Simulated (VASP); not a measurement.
A run of VASP 6.6.1 is set up as follows.

Contents of INCAR:

```
ALGO     = Fast           # electronic algorithm
EDIFF    = 1E-7           # SCF threshold, eV
EDIFFG   = -0.08          # ionic threshold
ENCUT    = 600            # plane-wave cutoff, eV
GGA      = PE             # functional
IBRION   = 2              # ionic algorithm
ISIF     = 3              # what is computed and relaxed
ISMEAR   = 0              # smearing method
LASPH    = T              # aspherical terms in the spheres
LCHARG   = F              # write CHGCAR
LREAL    = F              # projectors in reciprocal space
LWAVE    = F              # write WAVECAR
NELM     = 80             # most SCF steps
NSW      = 36             # ionic steps
PREC     = Accurate       # precision mode
SIGMA    = 0.2            # smearing width, eV
```

KPOINTS

```
k-points
0
Gamma
  4 4 4
```

Contents of POSCAR:

```
TaIn4
1.0
   -3.0450000000      3.0450000000      3.0450000000
    3.0450000000     -3.0450000000      3.0450000000
    3.0450000000      3.0450000000     -3.0450000000
Ta In
1 4
Direct
    0.0000000000      0.0000000000      0.0000000000
    0.0000000000      0.5000000000      0.0000000000
    0.5000000000      0.0000000000      0.0000000000
    0.0000000000      0.0000000000      0.5000000000
    0.5000000000      0.5000000000      0.5000000000
```

Potentials or basis: VASP PAW PBE potentials, release 64 (Ta_pv, In_d).

Command:

```console
$ cat potpaw_PBE.64/Ta_pv/POTCAR potpaw_PBE.64/In_d/POTCAR > POTCAR
$ mpirun -np 1 vasp_std > vasp.out
```

What does it give for the relaxed cell?

a = 5.689 Å, b = 5.689 Å, c = 5.689 Å, α = 109.47°, β = 109.47°, γ = 109.47°.

What does it give for the space group after relaxing (to 0.05 Å)?

Im-3m (No. 229).

Step by step:
| step | energy change (eV) | largest force (eV/Å) | pressure (GPa) | volume (Å³) |
| --- | --- | --- | --- | --- |
| 1 | 0.0000 | 0.0000 | 22.10 | 112.93 |
| 2 | -0.7606 | 0.0000 | -7.06 | 171.90 |
| 3 | -1.5893 | 0.0000 | -0.16 | 141.73 |

Caveat: the k points lie up to 0.34 Å⁻¹ apart in the final cell; the volume moved by over 15 % at a fixed basis, so the end points are rough.
